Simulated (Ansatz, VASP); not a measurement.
WSe2: VASP beside Ansatz

File INCAR:

```
SYSTEM = WSe2
PREC     = Accurate       ! precision mode
ENCUT    = 500            ! plane-wave cutoff, eV
EDIFF    = 1E-6           ! SCF threshold, eV
ISMEAR   = 0              ! smearing method
SIGMA    = 0.02           ! smearing width, eV
LREAL    = .FALSE.        ! projectors in reciprocal space
LASPH    = .TRUE.         ! aspherical terms in the spheres
NELM     = 120            ! most SCF steps
ALGO     = Normal         ! electronic algorithm
ISIF     = 2              ! what is computed and relaxed
LWAVE    = .FALSE.        ! write WAVECAR
LCHARG   = .FALSE.        ! write CHGCAR
GGA      = PE             ! functional
NBANDS   = 20             ! bands
GGA_COMPAT= .FALSE.
```

KPOINTS

```
Automatic mesh
0
G
  9 9 2
  0 0 0
```

POSCAR

```
WSe2
1.0
    3.4051661724      0.0000000000      0.0000000000
   -1.7025830863      2.9489604094      0.0000000000
    0.0000000000      0.0000000000     16.5963407116
W Se
1 2
Direct
    0.0000000000      0.0000000000      0.0000000000
    0.3333333300      0.6666666700      0.0924342904
    0.3333333300      0.6666666700      0.9075657096
```

Input for Ansatz:

```yaml
crystal:
  lattice:
    - [3.4051661724, 0.0, 0.0]
    - [-1.7025830863, 2.9489604094, 0.0]
    - [0.0, 0.0, 16.5963407116]
  atoms:
    - { symbol: W, position: [0.0, 0.0, 0.0] }
    - { symbol: Se, position: [0.33333333, 0.66666667, 0.0924342904] }
    - { symbol: Se, position: [0.33333333, 0.66666667, 0.9075657096] }
basis:
  ecutwfc: 420
kpoints:
  mp_grid: { grid: [9, 9, 2] }
hamiltonian:
  xc: pbe
scf:
  occupations: { method: gaussian, width: 0.02 }
output:
  forces: true
  stress: true
  eigenvalues: true
```

Alike in both runs: task single point; functional PBE; k mesh 9 × 9 × 2; occupations gaussian, width 0.02 eV; no spin polarisation.

|  | VASP | Ansatz |
| --- | --- | --- |
| version | VASP 6.6.1 | Ansatz 0.2.0 |
| potentials or method | VASP PAW PBE potentials, release 64 (W_sv, Se), cutoff 500 eV | scalar-relativistic, plane waves, PAW |
| valence electrons in the cell | 26 | 46 |

VASP gave:

| Item | Value |
| --- | --- |
| gap on the k mesh at the Fermi level (eV) | 0.59 |
| least direct gap on the mesh (eV) | 1.06 |
| rms of the force components (eV/Å) | 1.072 |

**Question.** Which values does Ansatz return?

**Answer.** gap on the k mesh at the Fermi level (eV): 0.60; least direct gap on the mesh (eV): 1.07; rms of the force components (eV/Å): 1.045.

Atom by atom the forces differ by 0.027 eV/Å (rms over components). VASP's potentials hold 26 valence electrons a cell and Ansatz's 46, so a difference there can come from the potentials and not from the codes.

Neither program's run includes spin-orbit coupling.
